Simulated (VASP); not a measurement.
Write the native input for VASP 6.6.1 that does the following.

| Quantity | Value |
| --- | --- |
| Task | single point |
| Functional | PBE |
| Potentials or basis | VASP PAW PBE potentials, release 64 (Cu) |
| Cutoff | 520 eV |
| k mesh | 14 × 14 × 14 |
| Occupations | gaussian, width 0.1 eV |
| Spin | no spin polarisation |
| Dipole correction | no |
| Further INCAR settings | ALGO = Fast; EDIFF = 1e-06; NBANDS = 24 |

The structure of Cu lies in POSCAR:

```
Cu
1.0
    0.0000000000      0.0000000000      2.8853386608
    0.0000000000      2.8853386608      0.0000000000
   -4.3280079912     -1.4426693304     -1.4426693304
Cu
3
Direct
    0.3333333333      0.3333333333      0.6666666667
    0.0000000000      0.0000000000      0.0000000000
    0.6666666667      0.6666666667      0.3333333333
```

This isn't the form of Cu at room conditions, which is fcc.

One way to write it, as run:

INCAR

```
PREC = Accurate
ENCUT = 520
EDIFF = 1E-6
ISMEAR = 0
SIGMA = 0.1
LREAL = False
LASPH = True
NELM = 60
ALGO = Fast
ISIF = 2
LWAVE = False
LCHARG = False
GGA = PE
NBANDS = 24
```

KPOINTS

```
regular mesh
0
Gamma
  14 14 14
```

Potentials or basis: VASP PAW PBE potentials, release 64 (Cu).

Command:

```bash
$ cat potpaw_PBE.64/Cu/POTCAR > POTCAR
$ mpirun -np 1 vasp_std > vasp.out
```

Results of the run:

```yaml
Pressure: 0.0 GPa
Band_gap_on_the_k_mesh: zero (an odd number of electrons rules out a gap without spin polarisation)
```

Wall time 120 s on 1 thread of AMD EPYC 9R45 96-Core Processor (Zen 5), with other jobs on the host, peak memory 0.24 GiB.
